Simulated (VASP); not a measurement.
Here is a VASP 6.6.1 calculation.

The input INCAR:

```
ALGO = Normal
EDIFF = 1E-7
ENCUT = 520
GGA = PS
ISIF = 2
ISMEAR = 0
LASPH = True
LCHARG = False
LREAL = False
LWAVE = False
NBANDS = 21
NELM = 80
PREC = Accurate
SIGMA = 0.1
```

File KPOINTS:

```
k-points
0
Gamma
  6 6 6
```

The input POSCAR:

```
Pb
1.0
    0.0000000000      3.3815535586      3.3815535586
    3.3815535586      0.0000000000      3.3815535586
    3.3815535586      3.3815535586      0.0000000000
Pb
2
Direct
    0.0000000000      0.0000000000      0.0000000000
    0.2500000000      0.2500000000      0.2500000000
```

Potentials or basis: VASP PAW PBE potentials, release 64 (Pb_d).

Launch:

```console
$ cat potpaw_PBE.64/Pb_d/POTCAR > POTCAR
$ mpirun -np 1 vasp_std > vasp.out
```

Q: Estimate the band gap on the k mesh.

A: Zero (band 14 reaches 5.06 eV, above the bottom of band 15 at 3.83 eV).

Q: Predict the pressure.

A: 2.3 GPa.

Caveat: the PAW data sets were made with another functional, which shifts forces and pressure a little; spin-orbit coupling is left out, which moves the levels of the heavy elements.
